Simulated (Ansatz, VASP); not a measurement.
# One calculation of Rb, two programs

```
Rb
1.0
     0.00000    5.51902    5.51902
     5.51902    0.00000    5.51902
     5.51902    5.51902    0.00000
Rb
2
Cartesian
  1.3798 1.3798 1.3798
  9.6583 9.6583 9.6583
```

Alike in both runs: functional BLYP; k mesh 6 × 6 × 6; occupations fermi-dirac, width 0.1 eV; no spin polarisation.

Ansatz relaxed the structure, and its values are those at the end. VASP's run is a single point on that final structure, the one shown.

|  | VASP | Ansatz |
| --- | --- | --- |
| version | VASP 6.6.1 | Ansatz 0.2.0 |
| potentials or method | VASP PAW PBE potentials, release 64 (Rb_sv), cutoff 520 eV | plane waves (420 eV) with PAW, scalar-relativistic |
| valence electrons in the cell | 18 | 18 |

```csv
,VASP,Ansatz,Ansatz less VASP
pressure (GPa),0.0,0.0,0.00
```

VASP's potentials were made for PBE, not for BLYP.
